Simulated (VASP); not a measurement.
A run of VASP 6.6.1:

The input INCAR:

```
PREC     = Accurate       # precision mode
ENCUT    = 700            # plane-wave cutoff, eV
EDIFF    = 1E-6           # SCF threshold, eV
ISMEAR   = 0              # smearing method
SIGMA    = 0.05           # smearing width, eV
LREAL    = F              # projectors in reciprocal space
LASPH    = T              # aspherical terms in the spheres
NELM     = 200            # most SCF steps
ALGO     = Normal         # electronic algorithm
ISIF     = 2              # what is computed and relaxed
LWAVE    = F              # write WAVECAR
LCHARG   = F              # write CHGCAR
ISPIN    = 2              # spin polarisation
MAGMOM   = 2 -2 0 0       # initial moments
LORBIT   = 11             # projections on sites
LMAXMIX  = 4              # l up to which the mixer works
LDAU     = T              # DFT+U
LDAUTYPE = 2            
LDAUL    = 2 -1           # shell
LDAUU    = 6.2 0          # U, eV
LDAUJ    = 0 0          
LDAUPRINT= 1            
GGA      = PE             # functional
NBANDS   = 36             # bands
GGA_COMPAT= F
```

File KPOINTS:

```
regular mesh
0
Gamma
  5 5 3
```

File POSCAR:

```
NiO
1.0
    0.0000000000      2.1337897282     -2.1337897282
    0.0000000000      2.1337897282      2.1337897282
    4.2675794564      0.0000000000      0.0000000000
Ni O
2 2
Direct
    0.0000000000      0.0000000000      0.0000000000
    0.5000000000      0.5000000000      0.5000000000
    0.0000000000      1.0000000000      0.5000000000
    0.5000000000      1.5000000000      1.0000000000
```

Potentials or basis: VASP PAW PBE potentials, release 64 (Ni_sv_GW, O).

Command:

```console
$ cat potpaw_PBE.64/Ni_sv_GW/POTCAR potpaw_PBE.64/O/POTCAR > POTCAR
$ mpirun -np 1 vasp_std > vasp.out
```

Hardware: 1 thread of AMD EPYC 7R43 64-Core Processor (Zen 3) (shared host).

**Question.** Estimate the wall time of this run.

**Answer.** Run time: 120 s on 1 thread of AMD EPYC 7R43 64-Core Processor (Zen 3), on a shared host, peak memory 0.19 GiB. Counts: scf iterations 15, k points 12.
